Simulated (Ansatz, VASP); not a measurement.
P: VASP beside Ansatz

```
P
1.0
     3.37693    0.00000    0.00000
     0.00000   35.85765    0.00000
     0.00000    0.00000    4.19700
P
4
Direct
  0.00000 0.96969 0.58262
  0.00000 0.03031 0.41738
  0.50000 0.03031 0.08262
  0.50000 0.96969 0.91738
```

Alike in both runs: task single point; functional PBEsol; k mesh 10 × 1 × 8; occupations gaussian, width 0.05 eV; no spin polarisation.

|  | VASP | Ansatz |
| --- | --- | --- |
| version | VASP 6.6.1 | Ansatz 0.2.0 |
| potentials or method | VASP PAW PBE potentials, release 64 (P), cutoff 520 eV | scalar-relativistic, plane waves, PAW |
| valence electrons in the cell | 20 | 20 |

|  | VASP | Ansatz | Ansatz less VASP |
| --- | --- | --- | --- |
| gap on the k mesh at the Fermi level (eV) | 0.23 | 0.22 | -0.006 |
| least direct gap on the mesh (eV) | 0.23 | 0.22 | -0.006 |
| rms of the force components (eV/Å) | 0.463 | 0.466 | +0.0035 |

VASP's potentials were made for PBE, not for PBEsol. Atom by atom the forces differ by 0.012 eV/Å (rms over components). The functional is the same, so the differences come from potentials, cutoffs and numerics.
